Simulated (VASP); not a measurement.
# Si2Ni in VASP: further runs, part 2 of 2

VASP 6.6.1. Earlier steps stand in the parts before.

## 3. Single point, PBE, collinear spin, ferromagnetic start

Input file INCAR:

```
SYSTEM = Si2Ni
PREC     = Accurate       ! precision mode
ENCUT    = 520            ! plane-wave cutoff, eV
EDIFF    = 1E-6           ! SCF threshold, eV
ISMEAR   = 0              ! smearing method
SIGMA    = 0.016          ! smearing width, eV
LREAL    = .False.        ! projectors in reciprocal space
LASPH    = .True.         ! aspherical terms in the spheres
NELM     = 150            ! most SCF steps
ALGO     = Normal         ! electronic algorithm
ISIF     = 2              ! what is computed and relaxed
LWAVE    = .False.        ! write WAVECAR
LCHARG   = .False.        ! write CHGCAR
ISPIN    = 2              ! spin polarisation
MAGMOM   = 1 0 0          ! initial moments
LORBIT   = 11             ! projections on sites
LMAXMIX  = 4              ! l up to which the mixer works
GGA      = PE             ! functional
NBANDS   = 20             ! bands
```

Input file KPOINTS:

```
Automatic mesh
0
Gamma
  9 9 9
  0 0 0
```

Input file POSCAR:

```
Si2Ni
1.0
    0.0000000000      2.7030000000      2.7030000000
    2.7030000000      0.0000000000      2.7030000000
    2.7030000000      2.7030000000      0.0000000000
Ni Si
1 2
Direct
    0.0000000000      0.0000000000      0.0000000000
    0.7500000000      0.7500000000      0.7500000000
    0.2500000000      0.2500000000      0.2500000000
```

Potentials or basis: VASP PAW PBE potentials, release 64 (Ni, Si).

On the command line:

```sh
$ cat potpaw_PBE.64/Ni/POTCAR potpaw_PBE.64/Si/POTCAR > POTCAR
$ mpirun -np 1 vasp_std > vasp.out
```

It took 52 s on 1 thread of AMD EPYC 7R13 (Zen 3), shared host; peak memory 0.17 GiB.

The run converged. Its results:

* Free energy: -17.3610 eV
* Pressure: 3.8 GPa
* Band gap on the k mesh: zero (filled and empty bands overlap)
* Net moment: 0.00 μB per cell
* Valence electrons inside the program's atomic spheres: Ni 9.81; Si 1.59

Levels at points of the mesh, in eV from the Fermi level:
Spin up:
```csv
k point,band 5,band 6,band 7,band 8,band 9,band 10,band 11,band 12,band 13,band 14
"(0.00, 0.00, 0.00)",-3.58,-3.58,-0.37,1.63,1.63,1.63,2.21,2.21,2.21,4.65
```
Spin down:
| k point | band 5 | band 6 | band 7 | band 8 | band 9 | band 10 | band 11 | band 12 | band 13 | band 14 |
| --- | --- | --- | --- | --- | --- | --- | --- | --- | --- | --- |
| (0.00, 0.00, 0.00) | -3.58 | -3.58 | -0.37 | 1.63 | 1.63 | 1.63 | 2.21 | 2.21 | 2.21 | 4.65 |

## 4. Relaxation of cell and atoms, PBEsol, collinear spin, ferromagnetic start

Input file INCAR:

```
  PREC = Accurate
  ENCUT = 600
  EDIFF = 1E-6
  ISMEAR = -1
  SIGMA = 0.05
  LREAL = False
  LASPH = True
  NELM = 150
  ALGO = Normal
  ISIF = 3
  LWAVE = False
  LCHARG = False
  ISPIN = 2
  MAGMOM = 1 0 0
  LORBIT = 11
  LMAXMIX = 4
  GGA = PS
  IBRION = 2
  NSW = 80
  EDIFFG = -0.005
```

Input file KPOINTS:

```
regular mesh
0
Gamma
  9 9 9
```

POSCAR is that of step 3.

On the command line:

```sh
$ cat potpaw_PBE.64/Ni/POTCAR potpaw_PBE.64/Si/POTCAR > POTCAR
$ mpirun -np 1 vasp_std > vasp.out
```

It took 70 s on 1 thread of Intel Xeon 6975P-C, shared host; peak memory 0.23 GiB.

It converged, with:

* Free energy: -18.9845 eV
* Relaxed volume: 13.10 Å³/atom
* Relaxed cell: a = 3.816 Å, b = 3.816 Å, c = 3.816 Å, α = 60.00°, β = 60.00°, γ = 60.00°
* Space group after relaxing (to 0.05 Å): Fm-3m (No. 225)
* Energy gained by relaxing: 0.2 meV/atom
* Ionic steps: 3
* Pressure after relaxing: 0.0 GPa
* Band gap on the k mesh: zero (filled and empty bands overlap)
* Net moment: 0.00 μB per cell
* Valence electrons inside the program's atomic spheres: Ni 9.84; Si 1.59

Step by step:
| step | energy change (eV) | largest force (eV/Å) | pressure (GPa) | volume (Å³) |
| --- | --- | --- | --- | --- |
| 1 | 0.0000 | 0.0000 | -0.66 | 39.50 |
| 2 | -0.0004 | 0.0000 | 0.45 | 39.19 |
| 3 | -0.0005 | 0.0000 | 0.03 | 39.29 |

Final structure:
```
CELL_PARAMETERS angstrom
0.00000 2.69818 2.69818
2.69818 0.00000 2.69818
2.69818 2.69818 0.00000
ATOMIC_POSITIONS crystal
Ni 0.00000 0.00000 0.00000
Si 0.75000 0.75000 0.75000
Si 0.25000 0.25000 0.25000
```

Levels at points of the mesh, in eV from the Fermi level:
Spin up:
```csv
k point,band 5,band 6,band 7,band 8,band 9,band 10,band 11,band 12,band 13,band 14
"(0.00, 0.00, 0.00)",-3.57,-3.57,-0.25,1.70,1.70,1.70,2.22,2.22,2.22,4.70
```
Spin down:
```
           k point  band 7  band 8  band 9  band 10  band 11  band 12
(0.00, 0.00, 0.00)   -0.25    1.70    1.70     1.70     2.22     2.22
```

Caveat: the PAW data sets were made with another functional, which shifts forces and pressure a little.

## 5. Relaxation of cell and atoms, PBEsol, collinear spin, ferromagnetic start, target pressure 5 GPa, at which the enthalpy is minimised

Input file INCAR:

```
SYSTEM = Si2Ni
  ALGO = Normal
  EDIFF = 1E-6
  EDIFFG = -0.005
  ENCUT = 600
  GGA = PS
  IBRION = 2
  ISIF = 3
  ISMEAR = -1
  ISPIN = 2
  LASPH = .True.
  LCHARG = .False.
  LMAXMIX = 4
  LORBIT = 11
  LREAL = .False.
  LWAVE = .False.
  MAGMOM = 1 0 0
  NELM = 150
  NSW = 80
  PREC = Accurate
  PSTRESS = 50.0
  SIGMA = 0.05
```

Input file KPOINTS:

```
k-points
0
Gamma
  9 9 9
  0 0 0
```

POSCAR is that of step 4.

On the command line:

```sh
$ cat potpaw_PBE.64/Ni/POTCAR potpaw_PBE.64/Si/POTCAR > POTCAR
$ mpirun -np 1 vasp_std > vasp.out
```

It took 88 s on 1 thread of Intel Xeon 6975P-C, shared host; peak memory 0.23 GiB.

The run converged. Its results:

```
Free energy                                            : -18.9661 eV
Relaxed volume                                         : 12.70 Å³/atom
Relaxed cell                                           : a = 3.777 Å, b = 3.777 Å, c = 3.777 Å, α = 60.00°, β = 60.00°, γ = 60.00°
Space group after relaxing (to 0.05 Å)                 : Fm-3m (No. 225)
Energy change on relaxing (the enthalpy is what falls) : +6.0 meV/atom
Ionic steps                                            : 3
Pressure after relaxing                                : 5.0 GPa
Band gap on the k mesh                                 : zero (filled and empty bands overlap)
Net moment                                             : 0.00 μB per cell
Valence electrons inside the program's atomic spheres  : Ni 9.92; Si 1.60
```

The path:
```tsv
step	energy change (eV)	largest force (eV/Å)	pressure (GPa)	volume (Å³)
1	0.0000	0.0000	-0.66	39.50
2	0.0774	0.0000	11.21	36.90
3	0.0179	0.0000	5.02	38.10
```

Final structure:
```
CELL_PARAMETERS angstrom
0.00000 2.67077 2.67077
2.67077 0.00000 2.67077
2.67077 2.67077 0.00000
ATOMIC_POSITIONS crystal
Ni 0.00000 0.00000 0.00000
Si 0.75000 0.75000 0.75000
Si 0.25000 0.25000 0.25000
```

Levels at points of the mesh, in eV from the Fermi level:
Spin up:
```tsv
k point	band 5	band 6	band 7	band 8	band 9	band 10	band 11	band 12	band 13	band 14
(0.00, 0.00, 0.00)	-3.76	-3.76	-0.02	1.73	1.73	1.73	2.15	2.15	2.15	4.75
```
Spin down:
```
           k point  band 6  band 7  band 8  band 9  band 10  band 11  band 12  band 13
(0.00, 0.00, 0.00)   -3.76   -0.02    1.73    1.73     1.73     2.15     2.15     2.15
```

Caveat: the cell is relaxed towards a set pressure, so the enthalpy falls and the energy may rise; the PAW data sets were made with another functional, which shifts forces and pressure a little.

## 6. Relaxation of cell and atoms, PBEsol, collinear spin, ferromagnetic start, target pressure 10 GPa, at which the enthalpy is minimised

Input file INCAR:

```
PREC = Accurate
ENCUT = 600
EDIFF = 1E-7
ISMEAR = -1
SIGMA = 0.05
LREAL = False
LASPH = True
NELM = 150
ALGO = Normal
ISIF = 3
LWAVE = False
LCHARG = False
ISPIN = 2
MAGMOM = 1 0 0
LORBIT = 11
LMAXMIX = 4
GGA = PS
IBRION = 2
NSW = 80
EDIFFG = -0.005
PSTRESS = 100.0
```

Input file KPOINTS:

```
regular mesh
0
Gamma
  9 9 9
```

POSCAR is that of step 5.

Potentials or basis: VASP PAW PBE potentials, release 64 (Ni, Si).

On the command line:

```sh
$ cat potpaw_PBE.64/Ni/POTCAR potpaw_PBE.64/Si/POTCAR > POTCAR
$ mpirun -np 1 vasp_std > vasp.out
```

Run time: 2.8 min. Hardware: 1 thread of Intel Xeon 6975P-C, shared host; peak memory 0.24 GiB.

The run converged. Its results:

* Free energy: -18.9186 eV
* Relaxed volume: 12.36 Å³/atom
* Relaxed cell: a = 3.743 Å, b = 3.743 Å, c = 3.743 Å, α = 60.00°, β = 60.00°, γ = 60.00°
* Space group after relaxing (to 0.05 Å): Fm-3m (No. 225)
* Energy change on relaxing (the enthalpy is what falls): +21.8 meV/atom
* Ionic steps: 6
* Pressure after relaxing: 10.0 GPa
* Band gap on the k mesh: zero (filled and empty bands overlap)
* Net moment: 0.00 μB per cell
* Valence electrons inside the program's atomic spheres: Ni 10.00; Si 1.62

The path:
| step | energy change (eV) | largest force (eV/Å) | pressure (GPa) | volume (Å³) |
| --- | --- | --- | --- | --- |
| 1 | 0.0000 | 0.0000 | -0.81 | 39.50 |
| 2 | 0.3302 | 0.0000 | 25.71 | 34.63 |
| 3 | 0.0635 | 0.0000 | 9.87 | 37.11 |
| 4 | 0.0664 | 0.0000 | 10.09 | 37.07 |
| 5 | 0.0643 | 0.0000 | 9.91 | 37.10 |
| 6 | 0.0654 | 0.0000 | 10.01 | 37.08 |

Final structure:
```
Ni Si
1.0
     0.00000    2.64677    2.64677
     2.64677    0.00000    2.64677
     2.64677    2.64677    0.00000
Ni Si
1 2
Cartesian
  5.2935 2.6468 2.6468
  3.9702 3.9702 3.9702
  1.3234 1.3234 1.3234
```

Levels at points of the mesh, in eV from the Fermi level:
Spin up:
```
           k point  band 7  band 8  band 9  band 10  band 11  band 12
(0.00, 0.00, 0.00)    0.19    1.75    1.75     1.75     2.09     2.09
```
Spin down:
```tsv
k point	band 5	band 6	band 7	band 8	band 9	band 10	band 11	band 12	band 13	band 14
(0.00, 0.00, 0.00)	-3.94	-3.94	0.19	1.75	1.75	1.75	2.09	2.09	2.09	4.80
```

Caveat: the cell is relaxed towards a set pressure, so the enthalpy falls and the energy may rise; the PAW data sets were made with another functional, which shifts forces and pressure a little.

## 7. The runs side by side

```csv
task,level,cell,k mesh,cutoff (eV),smearing,gap on the mesh (eV),pressure (GPa),moment (μB)
single point,PBE,as given,8 × 8 × 8,520,methfessel-paxton 0.1 eV,none,3.4,0.00
single point,PBE,as given,9 × 9 × 9,520,gaussian 0.016 eV,none,3.8,0.00
relaxation of cell and atoms,PBEsol,relaxed,9 × 9 × 9,600,fermi-dirac 0.05 eV,none,0.0,0.00
relaxation of cell and atoms,PBEsol,relaxed to 5 GPa,9 × 9 × 9,600,fermi-dirac 0.05 eV,none,5.0,0.00
relaxation of cell and atoms,PBEsol,relaxed to 10 GPa,9 × 9 × 9,600,fermi-dirac 0.05 eV,none,10.0,0.00
```

Some of these runs hold the atoms at other places in the same cell, which the table doesn't show; runs alike in all that it shows share one row.

Alike in all rows: potentials or basis VASP PAW PBE potentials, release 64 (Ni, Si); spin collinear, ferromagnetic start.

Caveats: the PAW data sets were made with another functional, which shifts forces and pressure a little (some runs); the cell is relaxed towards a set pressure, so the enthalpy falls and the energy may rise (some runs).

Absolute energies hang on the potentials; compare differences alone.
